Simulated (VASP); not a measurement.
# YbMg2Ge2 (I4/mmm) in VASP: further runs, part 2 of 3

VASP 6.6.1. The steps go on from the part before.

## 3. Single point, PBEsol+D4

INCAR reads:

```
PREC = Accurate
ENCUT = 520
EDIFF = 1E-6
ISMEAR = -1
SIGMA = 0.0544
LREAL = F
LASPH = T
NELM = 60
ALGO = Normal
ISIF = 2
LWAVE = F
LCHARG = F
GGA = PS
IVDW = 13
NBANDS = 36
```

KPOINTS reads:

```
regular mesh
0
Gamma
  5 5 5
```

POSCAR reads:

```
YbMg2Ge2
1.0
    0.0000000000      4.1343050000      0.0000000000
    4.1343050000      0.0000000000      0.0000000000
    2.0671530000      2.0671530000     -5.1220800000
Ge Yb Mg
2 1 2
Direct
    0.3750000000      0.3750000000      0.2500000000
    0.6250000000      0.6250000000      0.7500000000
    0.0000000000      0.0000000000      0.0000000000
    0.7500000000      0.2500000000      0.5000000000
    0.2500000000      0.7500000000      0.5000000000
```

Potentials or basis: VASP PAW PBE potentials, release 64 (Ge_d, Yb, Mg).

Command:

```
> cat potpaw_PBE.64/Ge_d/POTCAR potpaw_PBE.64/Yb/POTCAR potpaw_PBE.64/Mg/POTCAR > POTCAR
> mpirun -np 1 vasp_std > vasp.out
```

OUTCAR:

```text
PREC = Accurate
   ENCUT = 520
   EDIFF = 1E-6
   ISMEAR = -1
   LREAL = F
   LASPH = T
   NELM = 60
   ISIF = 2
   GGA = PS
   IVDW = 13

 ion  position               nearest neighbor table
   1  0.375  0.375  0.250-   5 2.43   4 2.43   4 2.43   5 2.43   2 2.56   3 3.19   3 3.19   3 3.19
                             3 3.19
   2  0.625  0.625  0.750-   5 2.43   4 2.43   4 2.43   5 2.43   1 2.56   3 3.19   3 3.19   3 3.19
                             3 3.19
   3  0.000  0.000  0.000-   2 3.19   1 3.19   2 3.19   1 3.19   1 3.19   2 3.19   2 3.19   1 3.19
                             4 3.29   5 3.29   5 3.29   4 3.29   5 3.29   4 3.29   5 3.29   4 3.29
   4  0.750  0.250  0.500-   1 2.43   2 2.43   2 2.43   1 2.43   5 2.92   5 2.92   5 2.92   5 2.92
                             3 3.29   3 3.29   3 3.29   3 3.29
   5  0.250  0.750  0.500-   1 2.43   2 2.43   2 2.43   1 2.43   4 2.92   4 2.92   4 2.92   4 2.92
                             3 3.29   3 3.29   3 3.29   3 3.29

  LATTYP: Found a body centered tetragonal cell.
 ALAT       =     4.1343050000
 C/A-ratio  =     2.4778433134

  Lattice vectors:

 A1 = (  -2.0671530000,   2.0671520000,   5.1220800000)
 A2 = (   2.0671520000,  -2.0671530000,   5.1220800000)
 A3 = (   2.0671530000,   2.0671530000,  -5.1220800000)

Analysis of symmetry for initial positions (statically):
=====================================================================
 Subroutine PRICEL returns:
 Original cell was already a primitive cell.

 Routine SETGRP: Setting up the symmetry group for a
 body centered tetragonal supercell.

 Subroutine GETGRP returns: Found 16 space group operations
 (whereof 16 operations were pure point group operations)
 out of a pool of 16 trial point group operations.

The static configuration has the point symmetry D_4h.

Analysis of symmetry for dynamics (positions and initial velocities):
=====================================================================
 Subroutine PRICEL returns:
 Original cell was already a primitive cell.

 Routine SETGRP: Setting up the symmetry group for a
 body centered tetragonal supercell.

 Subroutine GETGRP returns: Found 16 space group operations
 (whereof 16 operations were pure point group operations)
 out of a pool of 16 trial point group operations.

The dynamic configuration has the point symmetry D_4h.

 Subroutine INISYM returns: Found 16 space group operations
 (whereof 16 operations are pure point group operations),
 and found     1 'primitive' translations

----------------------------------------------------------------------------------------

                                     Primitive cell

  volume of cell :      87.5490

  direct lattice vectors                    reciprocal lattice vectors
     0.000000000  4.134305000  0.000000000     0.000000000  0.241878623  0.097616617
     4.134305000  0.000000000  0.000000000     0.241878623  0.000000000  0.097616617
     2.067153000  2.067153000 -5.122080000     0.000000000  0.000000000 -0.195233187

  length of vectors
     4.134305000  4.134305000  5.897622112     0.260833802  0.260833802  0.195233187

  position of ions in fractional coordinates (direct lattice)
     0.375000000  0.375000000  0.250000000
[... 36 lines left out ...]

 Found     18 irreducible k-points:

 Following reciprocal coordinates:
            Coordinates               Weight
  0.000000  0.000000  0.000000      1.000000
  0.200000  0.000000 -0.000000      8.000000
  0.400000  0.000000 -0.000000      8.000000
  0.200000  0.200000 -0.000000      8.000000
  0.400000  0.200000 -0.000000     16.000000
 -0.400000  0.200000  0.000000     16.000000
[... 10 lines left out ...]
  0.000000  0.000000  0.400000      2.000000
 -0.200000  0.000000  0.400000      4.000000
   k-points           NKPTS =     18   k-points in BZ     NKDIM =     18   number of bands    NBANDS=     36
   number of dos      NEDOS =    301   number of ions     NIONS =      5
   total plane-waves  NPLWV =  49152
   dimension x,y,z NGX =    32 NGY =   32 NGZ =   48
   dimension x,y,z NGXF=    64 NGYF=   64 NGZF=   96
   ions per type =               2   1   2
   NGX,Y,Z   is equivalent  to a cutoff of  12.87, 12.87, 13.53 a.u.
   NGXF,Y,Z  is equivalent  to a cutoff of  25.74, 25.74, 27.06 a.u.
 SYSTEM =  unknown system
   PREC   = accura    normal or accurate (medium, high low for compatibility)
   ISTART =      0    job   : 0-new  1-cont  2-samecut
   ICHARG =      2    charge: 1-file 2-atom 10-const
   ISPIN  =      1    spin polarized calculation?
   LNONCOLLINEAR =      F non collinear calculations
   LSORBIT =      F    spin-orbit coupling
   LASPH  =      T    aspherical Exc in radial PAW
   ENCUT  =  520.0 eV  38.22 Ry    6.18 a.u.   7.69  7.69 10.97*2*pi/ulx,y,z
   NELM   =     60;   NELMIN=  2; NELMDL= -5     # of ELM steps
   EDIFF  = 0.1E-05   stopping-criterion for ELM
   LREAL  =      F    real-space projection
   EDIFFG = 0.1E-04   stopping-criterion for IOM
   NSW    =      0    number of steps for IOM
   IBRION =     -1    ionic relax: 0-MD 1-quasi-New 2-CG
   NFREE  =      0    steps in history (QN), initial steepest desc. (CG)
   ISIF   =      2    stress and relaxation
   ISYM   =      2    0-nonsym 1-usesym 2-fastsym
   POTIM  = 0.5000    time-step for ionic-motion
   TEBEG  =    0.0;   TEEND  =   0.0 temperature during run
   PSTRESS=    0.0 pullay stress
   NELECT =      56.0000    total number of electrons
   NUPDOWN=      -1.0000    fix difference up-down
   EMIN   =  10.00;   EMAX   =-10.00  energy-range for DOS
   EFERMI =   0.00;   METHOD = LEGACY
   ISMEAR =    -1;   SIGMA  =   0.05  broadening in eV -4-tet -1-fermi 0-gaus
   EFERMI_NEDOS =   21; number of points for ismear=-14 and -15
   IALGO  =     38    algorithm
   IMIX   =      4    mixing-type and parameters
     AMIX     =   0.40;   BMIX     =  1.00
     AMIX_MAG =   1.60;   BMIX_MAG =  1.00
  volume/ion in A,a.u.               =      17.51       118.16
  Fermi-wavevector in a.u.,A,eV,Ry     =   1.410545  2.665544 27.070670  1.989638
  Thomas-Fermi vector in A             =   2.532488
   LORBIT       =      0    0 simple, 1 ext, 2 COOP (PROOUT), +10 PAW based schemes
   GGA     = PS    functional components
   LHFCALC =     F    Hartree Fock is set to
   AEXX    =    0.0000 exact exchange contribution
   IVDW    =    13    specifies the selected vdW correction
   LEPSILON=     F    determine dielectric tensor
   LRPA    =     F    only Hartree local field effects (RPA)
 non-spin polarized calculation
  energy-cutoff  :      520.00
  volume of cell :       87.55
 maximum number of plane-waves:      2374
   NGX = 15   NGY = 15   NGZ = 21

 number of electron      55.9999988 magnetization

 Free energy of the ion-electron system (eV)
  ---------------------------------------------------
  ext. energy  EPLUGINS =         0.00000000
  ---------------------------------------------------
  free energy    TOTEN  =       -17.96482906 eV

  energy without entropy =      -17.93463524  energy(sigma->0) =      -17.94973215

 E-fermi :   5.3905     XC(G=0): -11.1076

 val. band max:        5.3809216968   @ k =   0.0000   0.0000   0.2000
 cond. band min:       5.4472535982   @ k =  -0.2000   0.0000   0.2000
 fundamental gap:      0.0663319013
 Fermi energy:         5.3905022766

 k-point     1 :       0.0000    0.0000    0.0000
  band No.  band energies     occupation
      1     -46.1455      2.00000
      2     -18.8500      2.00000
      3     -18.8012      2.00000
      4     -18.8012      2.00000
      5     -18.7282      2.00000
      6     -18.7282      2.00000
[... 691 lines left out ...]
     35       8.9423      0.00000
     36      11.9794      0.00000

------------------------ aborting loop because EDIFF is reached ----------------------------------------

  DFT-D4 for vdW energy calculation

  Edisp (eV):   -0.75776

  FORCE on cell =-STRESS in cart. coord.  units (eV):
  Direction    XX          YY          ZZ          XY          YZ          ZX
  --------------------------------------------------------------------------------------
  -------------------------------------------------------------------------------------
  Total       9.88865     9.88865     9.34784     0.00000    -0.00000    -0.00000
  in kB     180.96572   180.96572   171.06859     0.00000    -0.00002    -0.00002
  external pressure =      177.67 kB  Pullay stress =        0.00 kB

 VOLUME and BASIS-vectors are now :
 -----------------------------------------------------------------------------
  energy-cutoff  :      520.00
  volume of cell :       87.55
      direct lattice vectors                 reciprocal lattice vectors
     0.000000000  4.134305000  0.000000000     0.000000000  0.241878623  0.097616617
     4.134305000  0.000000000  0.000000000     0.241878623  0.000000000  0.097616617
     2.067153000  2.067153000 -5.122080000     0.000000000  0.000000000 -0.195233187

 POSITION                                       TOTAL-FORCE (eV/Angst)
 -----------------------------------------------------------------------------------
      2.06715      2.06715     -1.28052        -0.000000     -0.000000      3.056803
      4.13431      4.13431     -3.84156         0.000000      0.000000     -3.056803
      0.00000      0.00000      0.00000         0.000000     -0.000000      0.000000
      2.06715      4.13431     -2.56104         0.000000     -0.000000      0.000000
      4.13431      2.06715     -2.56104        -0.000000      0.000000      0.000000
 -----------------------------------------------------------------------------------
    total drift:                               -0.000000     -0.000000     -0.000000

  FREE ENERGIE OF THE ION-ELECTRON SYSTEM (eV)
  ---------------------------------------------------
  free  energy   TOTEN  =       -18.7225863622 eV

  energy  without entropy=      -18.6923925382  energy(sigma->0) =      -18.70748945
```

OSZICAR:

```text
N       E                     dE             d eps       ncg     rms          rms(c)
DAV:   1     0.437884127720E+03    0.43788E+03   -0.23277E+04  1896   0.838E+03
DAV:   2     0.701676857141E+02   -0.36772E+03   -0.35560E+03  1700   0.112E+03
DAV:   3    -0.976692418623E+01   -0.79935E+02   -0.78282E+02  1652   0.230E+02
[... 39 lines left out ...]
DAV:  43    -0.179648342477E+02    0.13497E-04   -0.11666E-05  1632   0.103E-01    0.254E-01
DAV:  44    -0.179648285425E+02    0.57052E-05   -0.73767E-06  1780   0.823E-02    0.167E-01
DAV:  45    -0.179648300101E+02   -0.14676E-05   -0.14709E-05  1492   0.121E-01    0.127E-01
DAV:  46    -0.179648285030E+02    0.15070E-05   -0.12381E-05  1444   0.125E-01    0.497E-02
DAV:  47    -0.179648290616E+02   -0.55862E-06   -0.88957E-07  1224   0.226E-02
   1 F= -.18722586E+02 E0= -.18707489E+02  d E =-.301938E-01
```

stdout:

```text
POSCAR found type information on POSCAR GeYbMg
 POSCAR found :  3 types and       5 ions
 scaLAPACK will be used
 -----------------------------------------------------------------------------
|                                                                             |
|                                                                             |
|     You enforced a specific xc type in the INCAR file but a different       |
|     I HOPE YOU KNOW WHAT YOU ARE DOING!                                     |
|                                                                             |
 -----------------------------------------------------------------------------

 LDA part: xc-table for (Slater+PW92), standard interpolation
 POSCAR, INCAR and KPOINTS ok, starting setup
 FFT: planning ... GRIDC
 FFT: planning ... GRID_SOFT
 FFT: planning ... GRID
 WAVECAR not read
 entering main loop
```

Wall time 2.8 min (1 thread of AMD EPYC 7R13 (Zen 3), shared host); peak memory 0.22 GiB.

Results:

- Free energy: -18.7226 eV
- Pressure: 17.8 GPa
- Largest force: 3.057 eV/Å
- Band gap on the k mesh: zero (bands 28 and 29 overlap by 0.58 eV)
- Dispersion energy per atom: -0.152 eV

Forces on the atoms (eV/Å):
```
Ge   0.000  0.000  3.057
Ge   0.000  0.000 -3.057
Yb   0.000  0.000  0.000
Mg   0.000  0.000  0.000
Mg   0.000  0.000  0.000
```

Stress tensor (GPa, compression positive):
```
18.10  0.00  0.00
 0.00 18.10  0.00
 0.00  0.00 17.11
```

Caveat: the cell stands under pressure; the PAW data sets were made with another functional, which shifts forces and pressure a little; spin-orbit coupling is left out, which moves the levels of the heavy elements. Spin polarisation is off, so any magnetic state and its effect on volume and gap are missing.

[end of part 2 of 3]

The gap in the log of VASP goes by the Fermi energy; the results here count the filled bands.